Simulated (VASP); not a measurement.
Input of a VASP 6.6.1 run:

Contents of INCAR:

```
SYSTEM = Zn4Se3S
PREC = Accurate
ENCUT = 600
EDIFF = 1E-6
ISMEAR = 0
SIGMA = 0.1
LREAL = .FALSE.
LASPH = .TRUE.
NELM = 80
ALGO = Normal
ISIF = 3
LWAVE = .FALSE.
LCHARG = .FALSE.
GGA = PE
IBRION = 2
NSW = 90
EDIFFG = -0.04
```

File KPOINTS:

```
regular mesh
0
G
  4 2 4
  0 0 0
```

File POSCAR:

```
Zn4Se3S
1.0
    3.8940405000      0.0000000000      0.0000000000
    0.0000000000      7.7880810100      0.0000000000
    0.0000000000      0.0000000000      5.5070048900
Zn Se S
4 3 1
Direct
    0.0000000000      0.7500000000      0.0000000000
    0.5000000000      0.5000000000      0.5000000000
    0.0000000000      0.2500000000      0.0000000000
    0.5000000000      0.0000000000      0.5000000000
    0.5000000000      0.7500000000      0.2500000000
    0.5000000000      0.2500000000      0.2500000000
    0.0000000000      0.0000000000      0.7500000000
    0.0000000000      0.5000000000      0.7500000000
```

Potentials or basis: VASP PAW PBE potentials, release 64 (Zn, Se, S).

Run with:

```bash
$ cat potpaw_PBE.64/Zn/POTCAR potpaw_PBE.64/Se/POTCAR potpaw_PBE.64/S/POTCAR > POTCAR
$ mpirun -np 1 vasp_std > vasp.out
```

**Question.** What does it give for the relaxed cell?

**Answer.** a = 4.019 Å, b = 8.043 Å, c = 5.626 Å, α = 90.00°, β = 90.00°, γ = 90.00°.

**Question.** Predict the space group after relaxing (to 0.1 Å).

**Answer.** Pmm2 (No. 25).

**Question.** What does it give for the relaxed volume?

**Answer.** 22.73 Å³/atom.

**Question.** Predict the band gap on the k mesh.

**Answer.** 1.28 eV.

Final structure:
```cif
data_structure
_symmetry_space_group_name_H-M 'P 1'
_symmetry_Int_Tables_number 1
_cell_length_a 4.0193
_cell_length_b 8.0430
_cell_length_c 5.6255
_cell_angle_alpha 90.000
_cell_angle_beta 90.000
_cell_angle_gamma 90.000
_cell_volume 181.86
loop_
_atom_site_label
_atom_site_type_symbol
_atom_site_fract_x
_atom_site_fract_y
_atom_site_fract_z
_atom_site_occupancy
Zn1 Zn 0.00000 0.74020 0.99337 1
Zn2 Zn 0.50000 0.50000 0.51666 1
Zn3 Zn 0.00000 0.25980 0.99337 1
Zn4 Zn 0.50000 0.00000 0.49591 1
Se1 Se 0.50000 0.74497 0.25008 1
Se2 Se 0.50000 0.25503 0.25008 1
Se3 Se 0.00000 0.00000 0.75190 1
S1 S 0.00000 0.50000 0.74865 1
```
